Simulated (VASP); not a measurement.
Here is a VASP 6.6.1 calculation.

INCAR

```
PREC     = Accurate       # precision mode
ENCUT    = 520            # plane-wave cutoff, eV
EDIFF    = 1E-6           # SCF threshold, eV
ISMEAR   = 1              # smearing method
SIGMA    = 0.1            # smearing width, eV
LREAL    = False          # projectors in reciprocal space
LASPH    = True           # aspherical terms in the spheres
NELM     = 60             # most SCF steps
ALGO     = Normal         # electronic algorithm
ISIF     = 2              # what is computed and relaxed
LWAVE    = False          # write WAVECAR
LCHARG   = False          # write CHGCAR
GGA      = PE             # functional
NBANDS   = 13             # bands
```

The input KPOINTS:

```
Automatic mesh
0
Gamma
  13 13 13
```

The input POSCAR:

```
Mo
1.0
   -1.5992132738      1.5992132738      1.5992132738
    1.5992132738     -1.5992132738      1.5992132738
    1.5992132738      1.5992132738     -1.5992132738
Mo
1
Direct
    0.0000000000      0.0000000000      0.0000000000
```

Potentials or basis: VASP PAW PBE potentials, release 64 (Mo_sv).

Command:

```sh
$ cat potpaw_PBE.64/Mo_sv/POTCAR > POTCAR
$ mpirun -np 1 vasp_std > vasp.out
```

(1) Estimate the band gap on the k mesh.

(2) Predict the pressure.

Results:

(1) zero (band 7 reaches 15.25 eV, above the bottom of band 8 at 10.59 eV).

(2) -8.2 GPa.
